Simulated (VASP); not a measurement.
# LaPtBr5 (P1) in VASP: single point with PBEsol

Aim: the single point of LaPtBr5 with PBEsol.

All numbers are computed with VASP 6.6.1; they aren't measurements. Logs are shortened: lines on timing, memory, paths and dates and some standing lists are left out, and cuts for length are marked.

### Step 1. The cell of the first run

The typed cell holds 7 atoms: a = 7.152 Å, b = 5.658 Å, c = 7.383 Å, α = 128.75°, β = 95.69°, γ = 87.68°.

### Step 2. Single point, PBEsol

INCAR

```
  PREC = Accurate
  ENCUT = 520
  EDIFF = 1E-7
  ISMEAR = -1
  SIGMA = 0.05
  LREAL = False
  LASPH = True
  NELM = 80
  ALGO = Normal
  ISIF = 2
  LWAVE = False
  LCHARG = True
  GGA = PS
  LELF = True
  LVHAR = True
  NBANDS = 37
```

KPOINTS

```
regular mesh
0
Gamma
  4 4 4
```

POSCAR

```
LaPtBr5
1.0
   -1.7408553467      4.6858341931      5.1152657661
    1.8062054536     -3.4550589138      4.1005309607
    3.8944409191      4.7723314568     -4.0701223941
La Pt Br
1 1 5
Direct
    0.5065858912      0.4054083350     -0.0439627558
   -0.0068767683      0.0151203354      0.0089932611
    0.8546545881      0.5070106923      0.2415195656
    0.1423747200      0.5247562213      0.7844798106
    0.2902921305      0.2764447999      0.2006131143
    0.6789520804      0.7872504437     -0.1650401494
    0.5066470248     -0.0136987497      0.4548455489
```

Potentials or basis: VASP PAW PBE potentials, release 64 (La, Pt, Br).

The run is started by

```console
$ cat potpaw_PBE.64/La/POTCAR potpaw_PBE.64/Pt/POTCAR potpaw_PBE.64/Br/POTCAR > POTCAR
$ mpirun -np 1 vasp_std > vasp.out
```

OUTCAR:

```text
PREC = Accurate
   ENCUT = 520
   EDIFF = 1E-7
   ISMEAR = -1
   LREAL = False
   LASPH = True
   NELM = 80
   ISIF = 2
   GGA = PS

 ion  position               nearest neighbor table
   1  0.507  0.405  0.956-   7 2.89   5 2.91   3 2.92   4 3.02   7 3.04   6 3.14
   2  0.993  0.015  0.009-   5 2.40   3 2.41   4 2.44   6 2.44
   3  0.855  0.507  0.242-   2 2.41   1 2.92
   4  0.142  0.525  0.784-   2 2.44   1 3.02
   5  0.290  0.276  0.201-   2 2.40   1 2.91
   6  0.679  0.787  0.835-   2 2.44   1 3.14
   7  0.507  0.986  0.455-   1 2.89   1 3.04

  LATTYP: Found a triclinic cell.
 ALAT       =     5.6581060787
 B/A-ratio  =     3.3313268161
 C/A-ratio  =     1.3048419137
 COS(alpha) =     0.0057371673
 COS(beta)  =     0.6258569825
 COS(gamma) =     0.7258290497

  Lattice vectors:

 A1 = (   1.8062054536,  -3.4550589138,   4.1005309607)
 A2 = (  13.2728483059,   0.4102614515,  13.3771448207)
 A3 = (  -3.8944409191,  -4.7723314568,   4.0701223941)

Analysis of symmetry for initial positions (statically):
=====================================================================
 Subroutine PRICEL returns:
 Original cell was already a primitive cell.

 Routine SETGRP: Setting up the symmetry group for a
 triclinic supercell.

 Subroutine GETGRP returns: Found  1 space group operations
 (whereof  1 operations were pure point group operations)
 out of a pool of  2 trial point group operations.

The static configuration has the point symmetry C_1 .

Analysis of symmetry for dynamics (positions and initial velocities):
=====================================================================
 Subroutine PRICEL returns:
 Original cell was already a primitive cell.

 Routine SETGRP: Setting up the symmetry group for a
 triclinic supercell.

 Subroutine GETGRP returns: Found  1 space group operations
 (whereof  1 operations were pure point group operations)
 out of a pool of  2 trial point group operations.

The dynamic configuration has the point symmetry C_1 .

 Subroutine INISYM returns: Found  1 space group operations
 (whereof  1 operations are pure point group operations),
 and found     1 'primitive' translations

----------------------------------------------------------------------------------------

                                     Primitive cell

  volume of cell :     231.7845

  direct lattice vectors                    reciprocal lattice vectors
    -1.740855347  4.685834193  5.115265766    -0.023757323  0.100613927  0.095240752
     1.806205454 -3.455058914  4.100530961     0.187603808 -0.055377317  0.114574696
     3.894440919  4.772331457 -4.070122394     0.159147598  0.070658950 -0.010565077

  length of vectors
     7.152171928  5.658106079  7.382933963     0.140564482  0.226691854  0.174448462

  position of ions in fractional coordinates (direct lattice)
     0.506585891  0.405408335  0.956037244
     0.993123232  0.015120335  0.008993261
     0.854654588  0.507010692  0.241519566
     0.142374720  0.524756221  0.784479811
     0.290292130  0.276444800  0.200613114
     0.678952080  0.787250444  0.834959851
     0.506647025  0.986301250  0.454845549

  ion indices of the primitive-cell ions
   primitive index   ion index
                 1           1
                 2           2
                 3           3
                 4           4
                 5           5
                 6           6
                 7           7

----------------------------------------------------------------------------------------

 KPOINTS: regular mesh

Automatic generation of k-mesh.
 Grid dimensions read from file:
 generate k-points for:    4    4    4

 Generating k-lattice:

  Cartesian coordinates                     Fractional coordinates (reciprocal lattice)
    -0.005939331  0.025153482  0.023810188     0.250000000  0.000000000 -0.000000000
     0.046900952 -0.013844329  0.028643674     0.000000000  0.250000000 -0.000000000
     0.039786899  0.017664737 -0.002641269     0.000000000  0.000000000  0.250000000

  Length of vectors
     0.035141120  0.056672964  0.043612115

  Shift w.r.t. Gamma in fractional coordinates (k-lattice)
     0.000000000  0.000000000  0.000000000

 Subroutine IBZKPT returns following result:
 ===========================================

 Found     36 irreducible k-points:

 Following reciprocal coordinates:
            Coordinates               Weight
  0.000000  0.000000  0.000000      1.000000
  0.250000  0.000000  0.000000      2.000000
  0.500000  0.000000  0.000000      1.000000
  0.000000  0.250000  0.000000      2.000000
  0.250000  0.250000  0.000000      2.000000
  0.500000  0.250000  0.000000      2.000000
[... 16 lines left out ...]
  0.000000 -0.250000  0.250000      2.000000
  0.250000 -0.250000  0.250000      2.000000
 [... further k-points ...]
   k-points           NKPTS =     36   k-points in BZ     NKDIM =     36   number of bands    NBANDS=     37
   number of dos      NEDOS =    301   number of ions     NIONS =      7
   total plane-waves  NPLWV = 127008
   dimension x,y,z NGX =    54 NGY =   42 NGZ =   56
   dimension x,y,z NGXF=   108 NGYF=   84 NGZF=  112
   ions per type =               1   1   5
   NGX,Y,Z   is equivalent  to a cutoff of  12.55, 12.34, 12.61 a.u.
   NGXF,Y,Z  is equivalent  to a cutoff of  25.10, 24.68, 25.22 a.u.
 SYSTEM =  unknown system
   PREC   = accura    normal or accurate (medium, high low for compatibility)
   ISTART =      0    job   : 0-new  1-cont  2-samecut
   ICHARG =      2    charge: 1-file 2-atom 10-const
   ISPIN  =      1    spin polarized calculation?
   LNONCOLLINEAR =      F non collinear calculations
   LSORBIT =      F    spin-orbit coupling
   LASPH  =      T    aspherical Exc in radial PAW
   ENCUT  =  520.0 eV  38.22 Ry    6.18 a.u.  13.30 10.52 13.73*2*pi/ulx,y,z
   NELM   =     80;   NELMIN=  2; NELMDL= -5     # of ELM steps
   EDIFF  = 0.1E-06   stopping-criterion for ELM
   LREAL  =      F    real-space projection
   EDIFFG = 0.1E-05   stopping-criterion for IOM
   NSW    =      0    number of steps for IOM
   IBRION =     -1    ionic relax: 0-MD 1-quasi-New 2-CG
   NFREE  =      0    steps in history (QN), initial steepest desc. (CG)
   ISIF   =      2    stress and relaxation
   ISYM   =      2    0-nonsym 1-usesym 2-fastsym
   POTIM  = 0.5000    time-step for ionic-motion
   TEBEG  =    0.0;   TEEND  =   0.0 temperature during run
   PSTRESS=    0.0 pullay stress
   NELECT =      56.0000    total number of electrons
   NUPDOWN=      -1.0000    fix difference up-down
   EMIN   =  10.00;   EMAX   =-10.00  energy-range for DOS
   EFERMI =   0.00;   METHOD = LEGACY
   ISMEAR =    -1;   SIGMA  =   0.05  broadening in eV -4-tet -1-fermi 0-gaus
   EFERMI_NEDOS =   21; number of points for ismear=-14 and -15
   IALGO  =     38    algorithm
   IMIX   =      4    mixing-type and parameters
     AMIX     =   0.40;   BMIX     =  1.00
     AMIX_MAG =   1.60;   BMIX_MAG =  1.00
  volume/ion in A,a.u.               =      33.11       223.45
  Fermi-wavevector in a.u.,A,eV,Ry     =   1.019630  1.926822 14.145239  1.039646
  Thomas-Fermi vector in A             =   2.153155
   LORBIT       =      0    0 simple, 1 ext, 2 COOP (PROOUT), +10 PAW based schemes
   GGA     = PS    functional components
   LHFCALC =     F    Hartree Fock is set to
   AEXX    =    0.0000 exact exchange contribution
   IVDW    =     0    specifies the selected vdW correction
   LEPSILON=     F    determine dielectric tensor
   LRPA    =     F    only Hartree local field effects (RPA)
 non-spin polarized calculation
  energy-cutoff  :      520.00
  volume of cell :      231.78
 maximum number of plane-waves:      6262
 NGX is ok and might be reduce to    54
   NGX = 27   NGY = 21   NGZ = 27

 number of electron      56.0000000 magnetization

 Free energy of the ion-electron system (eV)
  ---------------------------------------------------
  ext. energy  EPLUGINS =         0.00000000
  ---------------------------------------------------
  free energy    TOTEN  =       -29.27816398 eV

  energy without entropy =      -29.27816395  energy(sigma->0) =      -29.27816397

 E-fermi :   2.3223     XC(G=0):  -8.3298

 val. band max:        1.4646658191   @ k =   0.5000   0.0000   0.5000
 cond. band min:       3.0679418782   @ k =   0.0000   0.0000   0.0000
 fundamental gap:      1.6032760592
 Fermi energy:         2.3222907974

 k-point     1 :       0.0000    0.0000    0.0000
  band No.  band energies     occupation
      1     -30.7577      2.00000
      2     -14.7723      2.00000
      3     -14.7376      2.00000
      4     -14.5298      2.00000
      5     -13.5191      2.00000
      6     -12.9022      2.00000
[... 29 lines left out ...]
     36       4.2558      0.00000
     37       4.5659      0.00000

 k-point     2 :       0.2500    0.0000    0.0000
  band No.  band energies     occupation
      1     -30.7577      2.00000
      2     -14.7911      2.00000
      3     -14.7443      2.00000
      4     -14.5297      2.00000
      5     -13.4025      2.00000
      6     -12.9143      2.00000
[... 29 lines left out ...]
     36       4.2552      0.00000
     37       4.5687      0.00000

 k-point     3 :       0.5000    0.0000    0.0000
  band No.  band energies     occupation
      1     -30.7577      2.00000
      2     -14.8126      2.00000
      3     -14.7461      2.00000
      4     -14.5295      2.00000
      5     -13.2301      2.00000
      6     -12.9801      2.00000
[... 29 lines left out ...]
     36       4.2553      0.00000
     37       4.5399      0.00000

 k-point     4 :       0.0000    0.2500    0.0000
  band No.  band energies     occupation
      1     -30.7571      2.00000
      2     -14.8865      2.00000
      3     -14.7485      2.00000
      4     -14.6608      2.00000
      5     -13.2933      2.00000
      6     -12.9129      2.00000
[... 29 lines left out ...]
     36       4.2999      0.00000
     37       4.7637      0.00000
[... 683 lines left out ...]
      1     -30.7568      2.00000
      2     -14.9030      2.00000
      3     -14.7656      2.00000
      4     -14.6893      2.00000
      5     -13.2109      2.00000
      6     -12.9016      2.00000
[... 29 lines left out ...]
     36       4.3174      0.00000
     37       4.7605      0.00000

 k-point    23 :       0.0000   -0.2500    0.2500
  band No.  band energies     occupation
      1     -30.7575      2.00000
      2     -14.8234      2.00000
      3     -14.7365      2.00000
      4     -14.5808      2.00000
      5     -13.3129      2.00000
      6     -12.9264      2.00000
[... 29 lines left out ...]
     36       4.2804      0.00000
     37       4.5725      0.00000

 k-point    24 :       0.2500   -0.2500    0.2500
  band No.  band energies     occupation
      1     -30.7575      2.00000
      2     -14.8149      2.00000
      3     -14.7513      2.00000
      4     -14.5825      2.00000
      5     -13.2847      2.00000
      6     -12.8432      2.00000
[... 29 lines left out ...]
     36       4.2638      0.00000
     37       4.5780      0.00000

 [... further k-points ...]
[... 5 lines left out ...]
  --------------------------------------------------------------------------------------
  -------------------------------------------------------------------------------------
  Total        0.0293814      0.0346736     -0.0019905      0.0207387      0.0135047      0.0185268
  in kB        0.2030946      0.2396762     -0.0137587      0.1433535      0.0933491      0.1280639
  external PRESSURE =       0.1430040 kB  Pullay stress =       0.0000000 kB

 VOLUME and BASIS-vectors are now :
 -----------------------------------------------------------------------------
  energy-cutoff  :      520.00
  volume of cell :      231.78
      direct lattice vectors                 reciprocal lattice vectors
    -1.740855347  4.685834193  5.115265766    -0.023757323  0.100613927  0.095240752
     1.806205454 -3.455058914  4.100530961     0.187603808 -0.055377317  0.114574696
     3.894440919  4.772331457 -4.070122394     0.159147598  0.070658950 -0.010565077

 POSITION                                       TOTAL-FORCE (eV/Angst)
 -----------------------------------------------------------------------------------
      3.57359      5.53559      0.36252        -0.003001      0.001307     -0.000756
     -1.66655      4.64429      5.10549        -0.004555     -0.001886     -0.003384
      0.36852      3.40563      5.46778         0.008610     -0.005002      0.000038
      3.75507      2.59788     -0.31287        -0.004746      0.003790      0.000496
      0.77524      1.36252      1.80197         0.004156      0.005848      0.006888
      3.49168      4.44617      3.30278        -0.000714     -0.004429     -0.003781
      2.67083      1.13701      4.78472         0.000249      0.000371      0.000498
 -----------------------------------------------------------------------------------
    total drift:                               -0.000133      0.000443      0.000171

  FREE ENERGIE OF THE ION-ELECTRON SYSTEM (eV)
  ---------------------------------------------------
  free  energy   TOTEN  =       -29.2781639840 eV

  energy  without entropy=      -29.2781639510  energy(sigma->0) =      -29.27816397
```

Wall time 8.9 min (1 thread of Intel Xeon Platinum 8259CL at 2.50GHz (Skylake/Cascade Lake), shared host); peak memory 0.55 GiB.

What came out:

```yaml
Free_energy: -29.2782 eV
Pressure: 0.0 GPa
Largest_force: 0.010 eV/Å
Band_gap_on_the_k_mesh: 1.60 eV (least direct gap 1.73 eV)
```

Forces on the atoms (eV/Å):
```
La  -0.003  0.001 -0.001
Pt  -0.005 -0.002 -0.003
Br   0.009 -0.005  0.000
Br  -0.005  0.004  0.000
Br   0.004  0.006  0.007
Br  -0.001 -0.004 -0.004
Br   0.000  0.000  0.000
```

Caveat: the PAW data sets were made with another functional, which shifts forces and pressure a little; spin-orbit coupling is left out, which moves the levels of the heavy elements. A k mesh can miss the band edges.
